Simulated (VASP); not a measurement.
A run of VASP 6.6.1:

File INCAR:

```
SYSTEM = CdSe
PREC     = Accurate       ! precision mode
ENCUT    = 520            ! plane-wave cutoff, eV
EDIFF    = 1E-6           ! SCF threshold, eV
ISMEAR   = -1             ! smearing method
SIGMA    = 0.03           ! smearing width, eV
LREAL    = .False.        ! projectors in reciprocal space
LASPH    = .True.         ! aspherical terms in the spheres
NELM     = 80             ! most SCF steps
ALGO     = Normal         ! electronic algorithm
ISIF     = 2              ! what is computed and relaxed
LWAVE    = .False.        ! write WAVECAR
LCHARG   = .True.         ! write CHGCAR
LELF     = .True.         ! ELF
LVHAR    = .True.       
NBANDS   = 16             ! bands
```

KPOINTS

```
Automatic mesh
0
Gamma
  8 8 8
  0 0 0
```

File POSCAR:

```
CdSe
1.0
    0.0000000000      3.0702711986      3.0395684866
    3.0702711986      0.0000000000      3.0395684866
    3.0702711986      3.0702711986      0.0000000000
Cd Se
1 1
Direct
    0.0000000000      0.0000000000      0.0000000000
    0.2500000000      0.2500000000      0.2500000000
```

Potentials or basis: VASP PAW LDA potentials, release 64 (Cd, Se).

The run is started by

```bash
$ cat potpaw_LDA.64/Cd/POTCAR potpaw_LDA.64/Se/POTCAR > POTCAR
$ mpirun -np 1 vasp_std > vasp.out
```

Hardware: 1 thread of Intel(R) Xeon(R) Platinum 8488C (Sapphire Rapids), on a shared host.

Question: Estimate the wall time of this run.

Answer: Run time: 27 s on 1 thread of Intel(R) Xeon(R) Platinum 8488C (Sapphire Rapids), with other jobs on the host, peak memory 0.19 GiB. Counts: scf iterations 12, k points 59.
